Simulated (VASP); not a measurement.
Runs of VASP 6.6.1 on BAs. The structure is that of space group F-43m (No. 216), or close to it. The cells are those of the table. 

```csv
cell,gap on the mesh (eV),pressure (GPa)
"a = 3.518 Å, angles 60.0°, 2 atoms",1.49,-13.0
"a = 3.112 Å, angles 60.0°, 2 atoms",1.08,(a)
"a = 3.247 Å, angles 60.0°, 2 atoms",1.24,22.7
"a = 3.653 Å, angles 60.0°, 2 atoms",1.57,-20.1
"a = 3.180, b = 3.180, c = 3.112 Å, angles 60.7, 60.7, 58.6°, 2 atoms",0.75,45.3
"a = 3.316, b = 3.316, c = 3.247 Å, angles 60.7, 60.7, 58.6°, 2 atoms",(b),14.0
```

Alike in all rows: task single point; level r2SCAN; potentials or basis VASP PAW PBE potentials, release 64 (B, As); no spin polarisation; k mesh 10 × 10 × 10; cutoff (eV) 520; smearing gaussian 0.05 eV.

Estimate the missing entries.

(a) 59.4; (b) 0.94.

Caveats: the PAW data sets were made with another functional, which shifts forces and pressure a little; the cell stands under pressure (at least some runs); the cell stands under tension (at least some runs).

A k mesh can miss the band edges, and the runs leave out spin-orbit coupling on As.
